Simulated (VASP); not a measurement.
## Br: single point with LDA

The system is Br.

```
CELL_PARAMETERS angstrom
0.00000 2.16140 2.16140
2.16140 0.00000 2.16140
2.16140 2.16140 0.00000
ATOMIC_POSITIONS crystal
Br 0.00000 0.00000 0.00000
```

This cell differs from its parent crystal: volume scaled by 0.88.

```yaml
Program: VASP 6.6.1
Task: single point
Functional: LDA
Potentials_or_basis: VASP PAW LDA potentials, release 64 (Br)
Cutoff: 520 eV
k_mesh: 14 × 14 × 14
Occupations: fermi-dirac, width 0.1 eV
Spin: no spin polarisation
Dipole_correction: no
Further_INCAR_settings: ALGO = Normal; EDIFF = 1e-06; NBANDS = 10
```

The pressure is 8.4 GPa.

Levels at points of the mesh, in eV from the Fermi level:
```csv
k point,band 2,band 3,band 4,band 5,band 6,band 7
"(0.00, 0.00, 0.00)",1.45,1.45,1.45,9.72,12.52,12.52
"(0.50, 0.00, 0.00)",-6.76,0.43,0.43,8.36,11.70,11.70
"(0.50, 0.50, 0.00)",-6.02,-1.65,-1.65,5.47,6.65,22.13
```

It took 7.2 s on 1 thread of Intel Xeon 6975P-C (shared host), peak memory 0.14 GiB.

Caveat: an odd number of electrons without spin polarisation forces a metal; a magnetic or distorted state may lie lower.
